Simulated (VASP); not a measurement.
**C: electric field gradients with r2SCAN**

The system is C.

```xyz
2
Lattice="0.0000 1.8153 1.8153 1.8153 0.0000 1.8153 1.8153 1.8153 0.0000" Properties=species:S:1:pos:R:3 pbc="T T T"
C     0.0000    0.0000    0.0000
C     0.9076    0.9076    0.9076
```

This cell differs from its parent crystal: volume scaled by 1.06.

```yaml
Program: VASP 6.6.1
Task: electric field gradients
Functional: r2SCAN
Potentials_or_basis: VASP PAW PBE potentials, release 64 (C)
Cutoff: 520 eV
k_mesh: 14 × 14 × 14
Occupations: fermi-dirac, width 0.03 eV
Spin: no spin polarisation
Dipole_correction: no
Further_INCAR_settings: ALGO = Normal; EDIFF = 1e-08; NBANDS = 11
```

```json
{
 "Pressure": "-22.8 GPa",
 "Band gap on the k mesh": "4.20 eV, indirect (least direct gap 5.69 eV)"
}
```

Levels at points of the mesh, in eV from the valence-band top:
```csv
k point,band 1,band 2,band 3,band 4,band 5,band 6,band 7,band 8,band 9
"(0.00, 0.00, 0.00)",-21.97,0.00,0.00,0.00,5.69,5.69,5.69,12.56,19.68
"(0.50, 0.00, 0.00)",-16.33,-13.46,-2.84,-2.84,8.39,8.65,8.65,16.17,22.41
"(0.50, 0.50, 0.00)",-13.21,-13.21,-6.33,-6.33,4.88,4.88,17.04,17.04,23.60
```

Wall time 41 s on 1 thread of Intel Xeon 6975P-C (shared host), peak memory 0.13 GiB.

Caveat: without QUAD_EFG the Cq values of the log hold for a quadrupole moment of 1 mb, not for the nuclei; the PAW data sets were made with another functional, which shifts forces and pressure a little. A k mesh can miss the band edges.
